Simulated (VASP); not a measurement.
Wanted: the native input for a VASP 6.6.1 run.

| Property | Result |
| --- | --- |
| Task | electric field gradients |
| Functional | PBE |
| Potentials or basis | VASP PAW PBE potentials, release 64 (Cd, S) |
| Cutoff | 520 eV |
| k mesh | 7 × 7 × 7 |
| Occupations | fermi-dirac, width 0.02 eV |
| Spin | no spin polarisation |
| Dipole correction | no |
| Further INCAR settings | ALGO = Normal; EDIFF = 1e-08; NBANDS = 16 |

The structure of CdS lies in POSCAR:

```
CdS
1.0
    0.0588590693      2.9723829996      2.9723829996
    2.9723829996      0.0588590693      2.9723829996
    2.9723829996      2.9723829996      0.0588590693
Cd S
1 1
Direct
    0.0000000000      0.0000000000      0.0000000000
    0.7500000000      0.7500000000      0.7500000000
```

This cell differs from its parent crystal: equal xy, yz and zx shear strains of +2 %.

One way to write it, as run:

INCAR

```
SYSTEM = CdS
PREC     = Accurate       ! precision mode
ENCUT    = 520            ! plane-wave cutoff, eV
EDIFF    = 1E-8           ! SCF threshold, eV
ISMEAR   = -1             ! smearing method
SIGMA    = 0.02           ! smearing width, eV
LREAL    = .False.        ! projectors in reciprocal space
LASPH    = .True.         ! aspherical terms in the spheres
NELM     = 60             ! most SCF steps
ALGO     = Normal         ! electronic algorithm
ISIF     = 2              ! what is computed and relaxed
LWAVE    = .False.        ! write WAVECAR
LCHARG   = .False.        ! write CHGCAR
GGA      = PE             ! functional
LEFG     = .True.       
NBANDS   = 16             ! bands
```

KPOINTS

```
Automatic mesh
0
Gamma
  7 7 7
  0 0 0
```

Potentials or basis: VASP PAW PBE potentials, release 64 (Cd, S).

Launch:

```bash
$ cat potpaw_PBE.64/Cd/POTCAR potpaw_PBE.64/S/POTCAR > POTCAR
$ mpirun -np 1 vasp_std > vasp.out
```

Results of the run:

```json
{
  "Pressure": "1.6 GPa",
  "Largest force": "0.193 eV/Å",
  "Band gap on the k mesh": "1.06 eV, direct"
}
```

Caveat: the cell differs from its parent crystal (equal xy, yz and zx shear strains of +2 %); without QUAD_EFG the Cq values of the log hold for a quadrupole moment of 1 mb, not for the nuclei.

Wall time 26 s on 1 thread of Intel(R) Xeon(R) Platinum 8259CL CPU @ 2.50GHz (Skylake/Cascade Lake) (shared host), peak memory 0.19 GiB.
